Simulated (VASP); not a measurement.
## ZnO: single point with PBE

The system is ZnO.

```xyz
4
Lattice="3.2138 0.0000 0.0000 -1.6069 2.7832 0.0000 0.0000 0.0000 5.3568" Properties=species:S:1:pos:R:3 pbc="T T T"
Zn    1.6069    0.9277    2.6816
Zn    0.0000    1.8555    0.0032
O     1.6069    0.9277    4.7124
O     0.0000    1.8555    2.0340
```

This cell differs from its parent crystal: biaxial strain in the a-b plane: -2.0 %.

| Property | Result |
| --- | --- |
| Program | VASP 6.6.1 |
| Task | single point |
| Functional | PBE |
| Potentials or basis | VASP PAW PBE potentials, release 64 (Zn, O) |
| Cutoff | 520 eV |
| k mesh | 12 × 12 × 6 |
| Occupations | gaussian, width 0.02 eV |
| Spin | no spin polarisation |
| Dipole correction | no |
| Further INCAR settings | ALGO = Normal; EDIFF = 1e-07; NBANDS = 26 |

The pressure is 5.2 GPa and the largest force is 0.271 eV/Å. The band gap on the k mesh is 0.72 eV, direct.

Forces in eV/Å, atoms in the order of the input:
```
Zn   0.000  0.000  0.271
Zn   0.000  0.000  0.271
O    0.000  0.000 -0.271
O    0.000  0.000 -0.271
```

Stress tensor (GPa, compression positive):
```
7.61 0.00 0.00
0.00 7.61 0.00
0.00 0.00 0.36
```

Levels at points of the mesh, in eV from the valence-band top:
| k point | band 16 | band 17 | band 18 | band 19 | band 20 | band 21 |
| --- | --- | --- | --- | --- | --- | --- |
| (0.00, 0.00, 0.00) | -0.17 | 0.00 | 0.00 | 0.72 | 5.27 | 7.85 |
| (0.50, 0.00, 0.00) | -2.16 | -1.34 | -0.88 | 5.75 | 6.87 | 7.33 |
| (0.00, 0.00, 0.50) | -0.35 | -0.35 | -0.35 | 3.36 | 3.36 | 9.77 |
| (0.50, 0.00, 0.50) | -1.49 | -1.49 | -1.49 | 5.61 | 5.61 | 8.39 |

Run time: 61 s on 1 thread of Intel Xeon 6975P-C, with other jobs on the host, peak memory 0.21 GiB.

Caveat: the cell differs from its parent crystal (biaxial strain in the a-b plane: -2.0 %).
